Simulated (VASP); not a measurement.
Write the native input for VASP 6.6.1 that does the following.

* Task: single point
* Functional: PBE
* Potentials or basis: VASP PAW PBE potentials, release 64 (Ge_d)
* Cutoff: 520 eV
* k mesh: 20 × 20 × 18
* Occupations: gaussian, width 0.15 eV
* Spin: no spin polarisation
* Dipole correction: no
* Further INCAR settings: ALGO = Normal; EDIFF = 1e-06; NBANDS = 13

The structure of Ge lies in POSCAR:

```
Ge
1.0
    1.3971490000     -2.6005160000      0.0000000000
    1.3971490000      2.6005160000      0.0000000000
    0.0000000000      0.0000000000      2.6307752250
Ge
1
Direct
    0.5000000000      0.5000000000      0.0000000000
```

This cell differs from its parent crystal: strain +0.000 along x and y, -0.025 along z.

These files were run (other wordings do the same):

INCAR

```
SYSTEM = Ge
PREC = Accurate ; ENCUT = 520
EDIFF = 1E-6 ; ISMEAR = 0
SIGMA = 0.15 ; LREAL = .False.
LASPH = .True. ; NELM = 100
ALGO = Normal ; ISIF = 2
LWAVE = .False. ; LCHARG = .False.
GGA = PE ; NBANDS = 13
```

KPOINTS

```
regular mesh
0
Gamma
  20 20 18
  0 0 0
```

Potentials or basis: VASP PAW PBE potentials, release 64 (Ge_d).

Launch:

```console
$ cat potpaw_PBE.64/Ge_d/POTCAR > POTCAR
$ mpirun -np 1 vasp_std > vasp.out
```

Results of the run:

```json
{"Pressure": "1.0 GPa", "Band gap on the k mesh": "zero (band 7 reaches 13.43 eV, above the bottom of band 8 at 3.47 eV)"}
```

Caveat: the cell differs from its parent crystal (strain +0.000 along x and y, -0.025 along z).

It took 4.5 min on 1 thread of AMD EPYC 7R13 Processor (Zen 3) (shared host), peak memory 0.31 GiB.
